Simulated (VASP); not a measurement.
# Ni (Im-3m) in VASP: single point with PBE

Aim: the single point of Ni with PBE.

All numbers are computed with VASP 6.6.1; they aren't measurements. Logs are shortened: lines on timing, memory, paths and dates and some standing lists are left out, and cuts for length are marked.

## 1. The cell of the first run

Symmetry: Im-3m, No. 229, cubic system. Conventional cell: a = 2.800 Å, b = 2.800 Å, c = 2.800 Å, α = 90.00°, β = 90.00°, γ = 90.00°. Ni (site symmetry m-3m) has 14 Ni at 2.43 to 2.80 Å within 3.2 Å.

## 2. Single point, PBE, collinear spin, ferromagnetic start

File INCAR:

```
  PREC = Accurate
  ENCUT = 520
  EDIFF = 1E-6
  ISMEAR = 0
  SIGMA = 0.15
  LREAL = False
  LASPH = True
  NELM = 150
  ALGO = Normal
  ISIF = 2
  LWAVE = False
  LCHARG = False
  ISPIN = 2
  MAGMOM = 0.64
  LORBIT = 11
  LMAXMIX = 4
  GGA = PE
  NBANDS = 15
```

File KPOINTS:

```
Automatic mesh
0
Gamma
  22 22 22
```

File POSCAR:

```
Ni
1.0
   -1.4001489809      1.4001489809      1.4001489809
    1.4001489809     -1.4001489809      1.4001489809
    1.4001489809      1.4001489809     -1.4001489809
Ni
1
Direct
    0.0000000000      0.0000000000      0.0000000000
```

Potentials or basis: VASP PAW PBE potentials, release 64 (Ni).

Started as:

```sh
$ cat potpaw_PBE.64/Ni/POTCAR > POTCAR
$ mpirun -np 1 vasp_std > vasp.out
```

OUTCAR:

```text
PREC = Accurate
   ENCUT = 520
   EDIFF = 1E-6
   ISMEAR = 0
   LREAL = False
   LASPH = True
   NELM = 150
   ISIF = 2
   ISPIN = 2
   LORBIT = 11
   GGA = PE

 ion  position               nearest neighbor table
   1  0.000  0.000  0.000-

  LATTYP: Found a body centered cubic cell.
 ALAT       =     2.8002979618

  Lattice vectors:

 A1 = (  -1.4001489809,   1.4001489809,   1.4001489809)
 A2 = (   1.4001489809,  -1.4001489809,   1.4001489809)
 A3 = (   1.4001489809,   1.4001489809,  -1.4001489809)

Analysis of symmetry for initial positions (statically):
=====================================================================
 Subroutine PRICEL returns:
 Original cell was already a primitive cell.

 Routine SETGRP: Setting up the symmetry group for a
 body centered cubic supercell.

 Subroutine GETGRP returns: Found 48 space group operations
 (whereof 48 operations were pure point group operations)
 out of a pool of 48 trial point group operations.

The static configuration has the point symmetry O_h .

Analysis of symmetry for dynamics (positions and initial velocities):
=====================================================================
 Subroutine PRICEL returns:
 Original cell was already a primitive cell.

 Routine SETGRP: Setting up the symmetry group for a
 body centered cubic supercell.

 Subroutine GETGRP returns: Found 48 space group operations
 (whereof 48 operations were pure point group operations)
 out of a pool of 48 trial point group operations.

The dynamic configuration has the point symmetry O_h .

Analysis of structural, dynamic, and magnetic symmetry:
=====================================================================
 Subroutine PRICEL returns:
 Original cell was already a primitive cell.

 Routine SETGRP: Setting up the symmetry group for a
 body centered cubic supercell.

 Subroutine GETGRP returns: Found 48 space group operations
 (whereof 48 operations were pure point group operations)
 out of a pool of 48 trial point group operations.

The overall configuration has the point symmetry O_h .

 Subroutine INISYM returns: Found 48 space group operations
 (whereof 48 operations are pure point group operations),
 and found     1 'primitive' translations

----------------------------------------------------------------------------------------

                                     Primitive cell

  volume of cell :      10.9795

  direct lattice vectors                    reciprocal lattice vectors
    -1.400148981  1.400148981  1.400148981     0.000000000  0.357104856  0.357104856
     1.400148981 -1.400148981  1.400148981     0.357104856  0.000000000  0.357104856
     1.400148981  1.400148981 -1.400148981     0.357104856  0.357104856  0.000000000

  length of vectors
     2.425129173  2.425129173  2.425129173     0.505022530  0.505022530  0.505022530

  position of ions in fractional coordinates (direct lattice)
     0.000000000  0.000000000  0.000000000

  ion indices of the primitive-cell ions
   primitive index   ion index
                 1           1

----------------------------------------------------------------------------------------

 KPOINTS: Automatic mesh

Automatic generation of k-mesh.
 Grid dimensions read from file:
 generate k-points for:   22   22   22

 Generating k-lattice:

  Cartesian coordinates                     Fractional coordinates (reciprocal lattice)
     0.000000000  0.016232039  0.016232039     0.045454545  0.000000000  0.000000000
     0.016232039  0.000000000  0.016232039     0.000000000  0.045454545  0.000000000
     0.016232039  0.016232039  0.000000000     0.000000000  0.000000000  0.045454545

  Length of vectors
     0.022955570  0.022955570  0.022955570

  Shift w.r.t. Gamma in fractional coordinates (k-lattice)
     0.000000000  0.000000000  0.000000000

 Subroutine IBZKPT returns following result:
 ===========================================

 Found    328 irreducible k-points:

 Following reciprocal coordinates:
            Coordinates               Weight
  0.000000  0.000000  0.000000      1.000000
  0.045455  0.000000  0.000000     12.000000
  0.090909  0.000000  0.000000     12.000000
  0.136364  0.000000  0.000000     12.000000
  0.181818  0.000000  0.000000     12.000000
  0.227273  0.000000  0.000000     12.000000
[... 16 lines left out ...]
  0.090909  0.090909  0.000000     24.000000
  0.136364  0.090909 -0.000000     48.000000
 [... further k-points ...]
   k-points           NKPTS =    328   k-points in BZ     NKDIM =    328   number of bands    NBANDS=     15
   number of dos      NEDOS =    301   number of ions     NIONS =      1
   total plane-waves  NPLWV =   5832
   dimension x,y,z NGX =    18 NGY =   18 NGZ =   18
   dimension x,y,z NGXF=    36 NGYF=   36 NGZF=   36
   ions per type =               1
   NGX,Y,Z   is equivalent  to a cutoff of  12.34, 12.34, 12.34 a.u.
   NGXF,Y,Z  is equivalent  to a cutoff of  24.68, 24.68, 24.68 a.u.
 SYSTEM =  unknown system
   PREC   = accura    normal or accurate (medium, high low for compatibility)
   ISTART =      0    job   : 0-new  1-cont  2-samecut
   ICHARG =      2    charge: 1-file 2-atom 10-const
   ISPIN  =      2    spin polarized calculation?
   LNONCOLLINEAR =      F non collinear calculations
   LSORBIT =      F    spin-orbit coupling
   LASPH  =      T    aspherical Exc in radial PAW
   ENCUT  =  520.0 eV  38.22 Ry    6.18 a.u.   4.51  4.51  4.51*2*pi/ulx,y,z
   NELM   =    150;   NELMIN=  2; NELMDL= -5     # of ELM steps
   EDIFF  = 0.1E-05   stopping-criterion for ELM
   LREAL  =      F    real-space projection
   EDIFFG = 0.1E-04   stopping-criterion for IOM
   NSW    =      0    number of steps for IOM
   IBRION =     -1    ionic relax: 0-MD 1-quasi-New 2-CG
   NFREE  =      0    steps in history (QN), initial steepest desc. (CG)
   ISIF   =      2    stress and relaxation
   ISYM   =      2    0-nonsym 1-usesym 2-fastsym
   POTIM  = 0.5000    time-step for ionic-motion
   TEBEG  =    0.0;   TEEND  =   0.0 temperature during run
   PSTRESS=    0.0 pullay stress
   NELECT =      10.0000    total number of electrons
   NUPDOWN=      -1.0000    fix difference up-down
   EMIN   =  10.00;   EMAX   =-10.00  energy-range for DOS
   EFERMI =   0.00;   METHOD = LEGACY
   ISMEAR =     0;   SIGMA  =   0.15  broadening in eV -4-tet -1-fermi 0-gaus
   EFERMI_NEDOS =   21; number of points for ismear=-14 and -15
   IALGO  =     38    algorithm
   IMIX   =      4    mixing-type and parameters
     AMIX     =   0.40;   BMIX     =  1.00
     AMIX_MAG =   1.60;   BMIX_MAG =  1.00
  volume/ion in A,a.u.               =      10.98        74.09
  Fermi-wavevector in a.u.,A,eV,Ry     =   1.586892  2.998790 34.262529  2.518225
  Thomas-Fermi vector in A             =   2.686133
   LORBIT       =     11    0 simple, 1 ext, 2 COOP (PROOUT), +10 PAW based schemes
   GGA     = PE    functional components
   LHFCALC =     F    Hartree Fock is set to
   AEXX    =    0.0000 exact exchange contribution
   IVDW    =     0    specifies the selected vdW correction
   LEPSILON=     F    determine dielectric tensor
   LRPA    =     F    only Hartree local field effects (RPA)
 spin polarized calculation
 Gauss-broadening in eV      SIGMA  =   0.15
  energy-cutoff  :      520.00
  volume of cell :       10.98
 maximum number of plane-waves:       321
   NGX =  9   NGY =  9   NGZ =  9

 number of electron      10.0000000 magnetization       0.6400000

 number of electron       9.9999984 magnetization       0.5430708

 Free energy of the ion-electron system (eV)
  ---------------------------------------------------
  ext. energy  EPLUGINS =         0.00000000
  ---------------------------------------------------
  free energy    TOTEN  =        -5.38497960 eV

  energy without entropy =       -5.36744139  energy(sigma->0) =       -5.37621049

 E-fermi :   9.1197     XC(G=0): -13.1966

 val. band max:        9.1178306034   @ k =  -0.3182   0.4545   0.0455
 cond. band min:       9.1208121155   @ k =  -0.3182   0.3636   0.1364
 fundamental gap:      0.0029815120
 Fermi energy:         9.1197078945

 spin component 1

 k-point     1 :       0.0000    0.0000    0.0000
  band No.  band energies     occupation
      1       0.2979      1.00000
      2       6.8621      1.00000
      3       6.8621      1.00000
      4       6.8621      1.00000
      5       8.2570      1.00000
      6       8.2570      1.00000
      7      35.4844      0.00000
      8      35.4844      0.00000
      9      35.4844      0.00000
     10      40.3201      0.00000
     11      40.3201      0.00000
     12      41.2173      0.00000
     13      41.2173      0.00000
     14      41.2173      0.00000
     15      42.0466      0.00000
[... 397 lines left out ...]
 k-point    24 :       0.1364    0.0909   -0.0000
  band No.  band energies     occupation
      1       1.8416      1.00000
      2       6.5966      1.00000
      3       6.7004      1.00000
      4       7.5843      1.00000
      5       8.0105      1.00000
      6       8.3196      1.00000
      7      28.3652      0.00000
      8      30.1050      0.00000
      9      33.5808      0.00000
     10      35.4625      0.00000
     11      38.5799      0.00000
     12      39.7002      0.00000
     13      44.0827      0.00000
     14      44.6193      0.00000
     15      48.8641      0.00000

 [... further k-points ...]

 spin component 2

 k-point     1 :       0.0000    0.0000    0.0000
  band No.  band energies     occupation
      1       0.2834      1.00000
      2       7.5212      1.00000
      3       7.5212      1.00000
      4       7.5212      1.00000
      5       8.7326      0.99987
      6       8.7326      0.99987
      7      35.3836      0.00000
      8      35.3836      0.00000
      9      35.3836      0.00000
     10      40.2465      0.00000
     11      40.2465      0.00000
     12      41.3952      0.00000
     13      41.3952      0.00000
     14      41.3952      0.00000
     15      42.1951      0.00000
[... 397 lines left out ...]
 k-point    24 :       0.1364    0.0909   -0.0000
  band No.  band energies     occupation
      1       1.8338      1.00000
      2       7.2300      1.00000
      3       7.3163      1.00000
      4       8.2635      1.00000
      5       8.4934      1.00000
      6       8.8016      0.99865
      7      28.4164      0.00000
      8      30.1511      0.00000
      9      33.6890      0.00000
     10      35.4276      0.00000
     11      38.6125      0.00000
     12      39.7654      0.00000
     13      44.1653      0.00000
     14      44.6134      0.00000
     15      49.0004      0.00000

 [... further k-points ...]

------------------------ aborting loop because EDIFF is reached ----------------------------------------

  FORCE on cell =-STRESS in cart. coord.  units (eV):
  Direction    XX          YY          ZZ          XY          YZ          ZX
  --------------------------------------------------------------------------------------
  -------------------------------------------------------------------------------------
  Total       -0.0052437     -0.0052437     -0.0052437      0.0000000      0.0000000     -0.0000000
  in kB       -0.7651871     -0.7651871     -0.7651871      0.0000000      0.0000000     -0.0000000
  external PRESSURE =      -0.7651871 kB  Pullay stress =       0.0000000 kB

 VOLUME and BASIS-vectors are now :
 -----------------------------------------------------------------------------
  energy-cutoff  :      520.00
  volume of cell :       10.98
      direct lattice vectors                 reciprocal lattice vectors
    -1.400148981  1.400148981  1.400148981     0.000000000  0.357104856  0.357104856
     1.400148981 -1.400148981  1.400148981     0.357104856  0.000000000  0.357104856
     1.400148981  1.400148981 -1.400148981     0.357104856  0.357104856  0.000000000

 POSITION                                       TOTAL-FORCE (eV/Angst)
 -----------------------------------------------------------------------------------
      0.00000      0.00000      0.00000         0.000000      0.000000     -0.000000
 -----------------------------------------------------------------------------------
    total drift:                                0.000000     -0.000000      0.000000

  FREE ENERGIE OF THE ION-ELECTRON SYSTEM (eV)
  ---------------------------------------------------
  free  energy   TOTEN  =        -5.3849795995 eV

  energy  without entropy=       -5.3674413851  energy(sigma->0) =       -5.37621049

 total charge

# of ion       s       p       d       tot
------------------------------------------
    1        0.488   0.481   8.330   9.299

 magnetization (x)

# of ion       s       p       d       tot
------------------------------------------
    1       -0.004  -0.017   0.573   0.552
```

Run time: 3.1 min. Hardware: 1 thread of AMD EPYC 7R13, shared host; peak memory 0.16 GiB.

Results:

```
Free energy                                           : -5.3850 eV
Pressure                                              : -0.1 GPa
Net moment                                            : 0.54 μB per cell
Site moments                                          : Ni +0.55 μB
Valence electrons inside the program's atomic spheres : Ni 9.30
```

Levels at points of the mesh, in eV from the Fermi level:
Spin up:
```csv
k point,band 3,band 4,band 5,band 6,band 7,band 8
"(0.00, 0.00, 0.00)",-2.26,-2.26,-0.86,-0.86,26.36,26.36
"(0.50, 0.00, 0.00)",-0.94,-0.71,-0.05,0.30,6.42,19.03
"(0.50, 0.50, 0.50)",-0.27,-0.27,-0.27,9.73,9.73,9.73
```
Spin down:
| k point | band 2 | band 3 | band 4 | band 5 | band 6 | band 7 | band 8 | band 9 |
| --- | --- | --- | --- | --- | --- | --- | --- | --- |
| (0.00, 0.00, 0.00) | -1.60 | -1.60 | -1.60 | -0.39 | -0.39 | 26.26 | 26.26 | 26.26 |
| (0.50, 0.00, 0.00) | -2.56 | -0.40 | -0.22 | 0.26 | 0.70 | 6.76 | 18.97 | 20.01 |
| (0.50, 0.50, 0.50) | -3.79 | 0.47 | 0.47 | 0.47 | 9.76 | 9.76 | 9.76 | 15.68 |
